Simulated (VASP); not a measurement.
# BN (F-43m) in VASP: further runs, part 2 of 3

VASP 6.6.1.

## (3) Single point, r2SCAN (6.23 Å³/atom)

This run uses another cell than the first one, of 6.23 Å³/atom.

POSCAR

```
BN
1.0
    0.0000000000      1.8402112479      1.8402112479
    1.8402112479      0.0000000000      1.8402112479
    1.8402112479      1.8402112479      0.0000000000
B N
1 1
Direct
    0.0000000000      0.0000000000      0.0000000000
    0.7500000000      0.7500000000      0.7500000000
```

INCAR.step1

```
PREC     = Accurate       # precision mode
ENCUT    = 520            # plane-wave cutoff, eV
ISMEAR   = 0              # smearing method
SIGMA    = 0.02           # smearing width, eV
LREAL    = False          # projectors in reciprocal space
LASPH    = True           # aspherical terms in the spheres
NELM     = 60             # most SCF steps
NBANDS   = 11             # bands
GGA      = PE             # functional
ALGO     = Normal         # electronic algorithm
EDIFF    = 1E-4           # SCF threshold, eV
LWAVE    = True           # write WAVECAR
LCHARG   = False          # write CHGCAR
```

INCAR.step2

```
PREC     = Accurate       # precision mode
ENCUT    = 520            # plane-wave cutoff, eV
EDIFF    = 1E-6           # SCF threshold, eV
ISMEAR   = 0              # smearing method
SIGMA    = 0.02           # smearing width, eV
LREAL    = False          # projectors in reciprocal space
LASPH    = True           # aspherical terms in the spheres
NELM     = 60             # most SCF steps
ALGO     = Normal         # electronic algorithm
ISIF     = 2              # what is computed and relaxed
LWAVE    = False          # write WAVECAR
LCHARG   = True           # write CHGCAR
METAGGA  = R2SCAN         # meta-GGA
LMIXTAU  = True         
LELF     = True           # ELF
LVHAR    = True         
NBANDS   = 11             # bands
ISTART   = 1
```

KPOINTS

```
Automatic mesh
0
Gamma
  12 12 12
```

Potentials or basis: VASP PAW PBE potentials, release 64 (B, N).

Run with:

```bash
$ cat potpaw_PBE.64/B/POTCAR potpaw_PBE.64/N/POTCAR > POTCAR
$ cp INCAR.step1 INCAR
$ mpirun -np 1 vasp_std > vasp.out
$ cp INCAR.step2 INCAR
$ mpirun -np 1 vasp_std > vasp.out
```

OUTCAR:

```text
PREC = Accurate
   ENCUT = 520
   EDIFF = 1E-6
   ISMEAR = 0
   LREAL = False
   LASPH = True
   NELM = 60
   ISIF = 2
   METAGGA = R2SCAN
   ISTART = 1

 ion  position               nearest neighbor table
   1  0.000  0.000  0.000-   2 1.59   2 1.59   2 1.59   2 1.59
   2  0.750  0.750  0.750-   1 1.59   1 1.59   1 1.59   1 1.59

  LATTYP: Found a face centered cubic cell.
 ALAT       =     3.6804224958

  Lattice vectors:

 A1 = (   0.0000000000,   1.8402112479,   1.8402112479)
 A2 = (   1.8402112479,   0.0000000000,   1.8402112479)
 A3 = (   1.8402112479,   1.8402112479,   0.0000000000)

Analysis of symmetry for initial positions (statically):
=====================================================================
 Subroutine PRICEL returns:
 Original cell was already a primitive cell.

 Routine SETGRP: Setting up the symmetry group for a
 face centered cubic supercell.

 Subroutine GETGRP returns: Found 24 space group operations
 (whereof 24 operations were pure point group operations)
 out of a pool of 48 trial point group operations.

The static configuration has the point symmetry T_d .

Analysis of symmetry for dynamics (positions and initial velocities):
=====================================================================
 Subroutine PRICEL returns:
 Original cell was already a primitive cell.

 Routine SETGRP: Setting up the symmetry group for a
 face centered cubic supercell.

 Subroutine GETGRP returns: Found 24 space group operations
 (whereof 24 operations were pure point group operations)
 out of a pool of 48 trial point group operations.

The dynamic configuration has the point symmetry T_d .

 Subroutine INISYM returns: Found 24 space group operations
 (whereof 24 operations are pure point group operations),
 and found     1 'primitive' translations

----------------------------------------------------------------------------------------

                                     Primitive cell

  volume of cell :      12.4633

  direct lattice vectors                    reciprocal lattice vectors
     0.000000000  1.840211248  1.840211248    -0.271707936  0.271707936  0.271707936
     1.840211248  0.000000000  1.840211248     0.271707936 -0.271707936  0.271707936
     1.840211248  1.840211248  0.000000000     0.271707936  0.271707936 -0.271707936

  length of vectors
     2.602451704  2.602451704  2.602451704     0.470611950  0.470611950  0.470611950

  position of ions in fractional coordinates (direct lattice)
     0.000000000  0.000000000  0.000000000
     0.750000000  0.750000000  0.750000000

  ion indices of the primitive-cell ions
   primitive index   ion index
                 1           1
                 2           2

----------------------------------------------------------------------------------------

 KPOINTS: Automatic mesh

Automatic generation of k-mesh.
 Grid dimensions read from file:
 generate k-points for:   12   12   12

 Generating k-lattice:

  Cartesian coordinates                     Fractional coordinates (reciprocal lattice)
    -0.022642328  0.022642328  0.022642328     0.083333333  0.000000000  0.000000000
     0.022642328 -0.022642328  0.022642328     0.000000000  0.083333333  0.000000000
     0.022642328  0.022642328 -0.022642328     0.000000000  0.000000000  0.083333333

  Length of vectors
     0.039217662  0.039217662  0.039217662

  Shift w.r.t. Gamma in fractional coordinates (k-lattice)
     0.000000000  0.000000000  0.000000000

 Subroutine IBZKPT returns following result:
 ===========================================

 Found     72 irreducible k-points:

 Following reciprocal coordinates:
            Coordinates               Weight
  0.000000  0.000000  0.000000      1.000000
  0.083333  0.000000  0.000000      8.000000
  0.166667  0.000000  0.000000      8.000000
  0.250000  0.000000  0.000000      8.000000
  0.333333  0.000000  0.000000      8.000000
  0.416667  0.000000  0.000000      8.000000
[... 16 lines left out ...]
  0.500000  0.166667  0.000000     24.000000
 -0.416667  0.166667  0.000000     24.000000
 [... further k-points ...]
   k-points           NKPTS =     72   k-points in BZ     NKDIM =     72   number of bands    NBANDS=     11
   number of dos      NEDOS =    301   number of ions     NIONS =      2
   total plane-waves  NPLWV =   8000
   dimension x,y,z NGX =    20 NGY =   20 NGZ =   20
   dimension x,y,z NGXF=    40 NGYF=   40 NGZF=   40
   ions per type =               1   1
   NGX,Y,Z   is equivalent  to a cutoff of  12.78, 12.78, 12.78 a.u.
   NGXF,Y,Z  is equivalent  to a cutoff of  25.55, 25.55, 25.55 a.u.
 SYSTEM =  unknown system
   PREC   = accura    normal or accurate (medium, high low for compatibility)
   ISTART =      1    job   : 0-new  1-cont  2-samecut
   ICHARG =      0    charge: 1-file 2-atom 10-const
   ISPIN  =      1    spin polarized calculation?
   LNONCOLLINEAR =      F non collinear calculations
   LSORBIT =      F    spin-orbit coupling
   LASPH  =      T    aspherical Exc in radial PAW
   ENCUT  =  520.0 eV  38.22 Ry    6.18 a.u.   4.84  4.84  4.84*2*pi/ulx,y,z
   NELM   =     60;   NELMIN=  2; NELMDL=  0     # of ELM steps
   EDIFF  = 0.1E-05   stopping-criterion for ELM
   LREAL  =      F    real-space projection
   EDIFFG = 0.1E-04   stopping-criterion for IOM
   NSW    =      0    number of steps for IOM
   IBRION =     -1    ionic relax: 0-MD 1-quasi-New 2-CG
   NFREE  =      0    steps in history (QN), initial steepest desc. (CG)
   ISIF   =      2    stress and relaxation
   ISYM   =      2    0-nonsym 1-usesym 2-fastsym
   POTIM  = 0.5000    time-step for ionic-motion
   TEBEG  =    0.0;   TEEND  =   0.0 temperature during run
   PSTRESS=    0.0 pullay stress
   NELECT =       8.0000    total number of electrons
   NUPDOWN=      -1.0000    fix difference up-down
   EMIN   =  10.00;   EMAX   =-10.00  energy-range for DOS
   EFERMI =   0.00;   METHOD = LEGACY
   ISMEAR =     0;   SIGMA  =   0.02  broadening in eV -4-tet -1-fermi 0-gaus
   EFERMI_NEDOS =   21; number of points for ismear=-14 and -15
   IALGO  =     38    algorithm
   IMIX   =      4    mixing-type and parameters
     AMIX     =   0.40;   BMIX     =  1.00
     AMIX_MAG =   1.60;   BMIX_MAG =  1.00
  volume/ion in A,a.u.               =       6.23        42.05
  Fermi-wavevector in a.u.,A,eV,Ry     =   1.412192  2.668656 27.133920  1.994287
  Thomas-Fermi vector in A             =   2.533966
   LORBIT       =      0    0 simple, 1 ext, 2 COOP (PROOUT), +10 PAW based schemes
   METAGGA = R2SCAN    functional components
   LHFCALC =     F    Hartree Fock is set to
   AEXX    =    0.0000 exact exchange contribution
   IVDW    =     0    specifies the selected vdW correction
   LEPSILON=     F    determine dielectric tensor
   LRPA    =     F    only Hartree local field effects (RPA)
 non-spin polarized calculation
 Gauss-broadening in eV      SIGMA  =   0.02
  energy-cutoff  :      520.00
  volume of cell :       12.46
 maximum number of plane-waves:       347
   NGX =  9   NGY =  9   NGZ =  9

 number of electron       8.0000001 magnetization

 Free energy of the ion-electron system (eV)
  ---------------------------------------------------
  ext. energy  EPLUGINS =         0.00000000
  ---------------------------------------------------
  free energy    TOTEN  =       -19.13058511 eV

  energy without entropy =      -19.13058511  energy(sigma->0) =      -19.13058511

 E-fermi :   6.8302     XC(G=0): -13.3633

 val. band max:        6.5951346757   @ k =   0.0000   0.0000   0.0000
 cond. band min:      11.5022770047   @ k =   0.5000   0.5000   0.0000
 fundamental gap:      4.9071423289
 Fermi energy:         6.8301635361

 k-point     1 :       0.0000    0.0000    0.0000
  band No.  band energies     occupation
      1     -14.0851      2.00000
      2       6.5951      2.00000
      3       6.5951      2.00000
      4       6.5951      2.00000
      5      15.8574      0.00000
      6      15.8574      0.00000
      7      15.8574      0.00000
      8      16.7462      0.00000
      9      31.6807      0.00000
     10      34.6827      0.00000
     11      34.6827      0.00000
[... 309 lines left out ...]
 k-point    24 :      -0.4167    0.1667    0.0000
  band No.  band energies     occupation
      1      -9.6875      2.00000
      2      -3.3138      2.00000
      3       2.4786      2.00000
      4       4.0700      2.00000
      5      16.2963      0.00000
      6      18.9298      0.00000
      7      19.2883      0.00000
      8      22.6894      0.00000
      9      28.2602      0.00000
     10      32.4838      0.00000
     11      33.7265      0.00000

 [... further k-points ...]

------------------------ aborting loop because EDIFF is reached ----------------------------------------

  FORCE on cell =-STRESS in cart. coord.  units (eV):
  Direction    XX          YY          ZZ          XY          YZ          ZX
  --------------------------------------------------------------------------------------
  -------------------------------------------------------------------------------------
  Total       -1.5243785     -1.5243785     -1.5243785      0.0000000      0.0000000     -0.0000000
  in kB     -195.9613232   -195.9613232   -195.9613232      0.0000000      0.0000000     -0.0000000
  external PRESSURE =    -195.9613232 kB  Pullay stress =       0.0000000 kB

 VOLUME and BASIS-vectors are now :
 -----------------------------------------------------------------------------
  energy-cutoff  :      520.00
  volume of cell :       12.46
      direct lattice vectors                 reciprocal lattice vectors
     0.000000000  1.840211248  1.840211248    -0.271707936  0.271707936  0.271707936
     1.840211248  0.000000000  1.840211248     0.271707936 -0.271707936  0.271707936
     1.840211248  1.840211248  0.000000000     0.271707936  0.271707936 -0.271707936

 POSITION                                       TOTAL-FORCE (eV/Angst)
 -----------------------------------------------------------------------------------
      0.00000      0.00000      0.00000        -0.000000     -0.000000     -0.000000
      2.76032      2.76032      2.76032         0.000000      0.000000      0.000000
 -----------------------------------------------------------------------------------
    total drift:                               -0.000000     -0.000000     -0.000000

  FREE ENERGIE OF THE ION-ELECTRON SYSTEM (eV)
  ---------------------------------------------------
  free  energy   TOTEN  =       -19.1305851093 eV

  energy  without entropy=      -19.1305851093  energy(sigma->0) =      -19.13058511
```

Run time: 26 s. Hardware: 1 thread of Intel Xeon 6975P-C (Granite Rapids), shared host; peak memory 0.13 GiB.

What came out:

```
Free energy            : -19.1306 eV
Pressure               : -19.6 GPa
Band gap on the k mesh : 4.91 eV (least direct gap 9.26 eV)
```

Levels at points of the mesh, in eV from the valence-band top:
```csv
k point,band 1,band 2,band 3,band 4,band 5,band 6,band 7,band 8
"(0.00, 0.00, 0.00)",-20.68,0.00,0.00,0.00,9.26,9.26,9.26,10.15
"(0.50, 0.00, 0.00)",-16.64,-10.59,-1.91,-1.91,10.07,11.16,11.16,15.82
"(0.50, 0.50, 0.00)",-15.30,-8.97,-4.83,-4.83,4.91,9.49,18.41,18.41
```

Caveat: the cell stands under tension; the PAW data sets were made with another functional, which shifts forces and pressure a little. A k mesh can miss the band edges.

[end of part 2 of 3]
